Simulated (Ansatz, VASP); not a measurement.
# Two plane-wave programs on WS2

```
W S
1.0
     3.18141    0.00000    0.00000
    -1.59071    2.75518    0.00000
     0.00000    0.00000   23.68815
W S
2 4
Cartesian
  0.0000 1.8368 15.1117
  1.5907 0.9184 8.5764
  0.0000 1.8368 6.9674
  1.5907 0.9184 13.5021
  0.0000 1.8368 10.0861
  1.5907 0.9184 16.6207
```

Change from the starting cell: all S atoms moved -0.050 Å, as atom 3 along Cartesian [0 0 1].

Alike in both runs: task single point; functional r2SCAN; k mesh 12 × 12 × 2; occupations gaussian, width 0.05 eV; no spin polarisation.

|  | VASP | Ansatz |
| --- | --- | --- |
| version | VASP 6.6.1 | Ansatz 0.2.0 |
| potentials or method | VASP PAW PBE potentials, release 64 (W_sv, S), cutoff 520 eV | scalar-relativistic, plane waves, PAW |
| valence electrons in the cell | 52 | 52 |

```tsv
	VASP	Ansatz	Ansatz less VASP
gap on the k mesh at the Fermi level (eV)	1.54	1.52	-0.019
least direct gap on the mesh (eV)	1.88	1.87	-0.006
rms of the force components (eV/Å)	0.682	0.682	0.0000
```

VASP's potentials were made for PBE, not for r2SCAN. Atom by atom the forces differ by 0.010 eV/Å (rms over components).

Neither program's run includes spin-orbit coupling.
